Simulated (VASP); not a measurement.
## Al: single point with revPBE

The system is Al.

```xyz
8
Lattice="5.1607 0.0000 0.0000 0.0000 5.1607 0.0000 0.0000 0.0000 5.1607" Properties=species:S:1:pos:R:3 pbc="T T T"
Al    5.1607    5.1607    0.0000
Al    2.5804    2.5804    2.5804
Al    1.2902    5.1607    2.5804
Al    3.8706    5.1607    2.5804
Al    2.5804    1.2902    0.0000
Al    2.5804    3.8706    0.0000
Al    0.0000    2.5804    1.2902
Al    0.0000    2.5804    3.8706
```

```
Program             : VASP 6.6.1
Task                : single point
Functional          : revPBE
Potentials or basis : VASP PAW PBE potentials, release 64 (Al)
Cutoff              : 520 eV
k mesh              : 7 × 7 × 7
Occupations         : fermi-dirac, width 0.1 eV
Spin                : no spin polarisation
```

The pressure is -0.1 GPa and the band gap on the k mesh is zero (band 12 reaches 9.97 eV, above the bottom of band 13 at 6.92 eV).

Levels at points of the mesh, in eV from the Fermi level:
| k point | band 9 | band 10 | band 11 | band 12 | band 13 | band 14 | band 15 | band 16 |
| --- | --- | --- | --- | --- | --- | --- | --- | --- |
| (0.00, 0.00, 0.00) | -1.13 | -0.68 | -0.68 | -0.68 | 0.23 | 0.23 | 0.23 | 0.59 |

Wall time 36 s on 1 thread of Intel(R) Xeon(R) Platinum 8259CL CPU @ 2.50GHz (Skylake/Cascade Lake) (shared host), peak memory 0.24 GiB.

Caveat: the PAW data sets were made with another functional, which shifts forces and pressure a little.
